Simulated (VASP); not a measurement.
Wanted: the native input for a VASP 6.6.1 run.

```yaml
Task: single point
Functional: PBEsol
Potentials_or_basis: VASP PAW PBE potentials, release 64 (Co, Al)
Cutoff: 520 eV
k_mesh: 9 × 9 × 9
Occupations: fermi-dirac, width 0.05 eV
Spin: no spin polarisation
Dipole_correction: no
Further_INCAR_settings: ALGO = Normal; EDIFF = 1e-06; NBANDS = 13
```

The structure of AlCo lies in POSCAR:

```
AlCo
1.0
    2.8194032100      0.0000000000      0.0000000000
    0.0000000000      2.8194032100      0.0000000000
    0.0000000000      0.0000000000      2.8194032100
Co Al
1 1
Direct
    0.5000000000      0.5000000000      0.5000000000
    0.0000000000      0.0000000000      0.0000000000
```

The input as run:

INCAR

```
PREC     = Accurate       # precision mode
ENCUT    = 520            # plane-wave cutoff, eV
EDIFF    = 1E-6           # SCF threshold, eV
ISMEAR   = -1             # smearing method
SIGMA    = 0.05           # smearing width, eV
LREAL    = False          # projectors in reciprocal space
LASPH    = True           # aspherical terms in the spheres
NELM     = 60             # most SCF steps
ALGO     = Normal         # electronic algorithm
ISIF     = 2              # what is computed and relaxed
LWAVE    = False          # write WAVECAR
LCHARG   = True           # write CHGCAR
GGA      = PS             # functional
LELF     = True           # ELF
LVHAR    = True         
NBANDS   = 13             # bands
```

KPOINTS

```
regular mesh
0
Gamma
  9 9 9
```

Potentials or basis: VASP PAW PBE potentials, release 64 (Co, Al).

The run is started by

```bash
$ cat potpaw_PBE.64/Co/POTCAR potpaw_PBE.64/Al/POTCAR > POTCAR
$ mpirun -np 1 vasp_std > vasp.out
```

It gave:

The pressure is 0.8 GPa and the band gap on the k mesh is zero (band 6 reaches 12.12 eV, above the bottom of band 7 at 10.73 eV).

Caveat: the PAW data sets were made with another functional, which shifts forces and pressure a little.

Run time: 7.3 s on 1 thread of AMD EPYC 7R13 Processor (Zen 3) (shared host), peak memory 0.11 GiB.
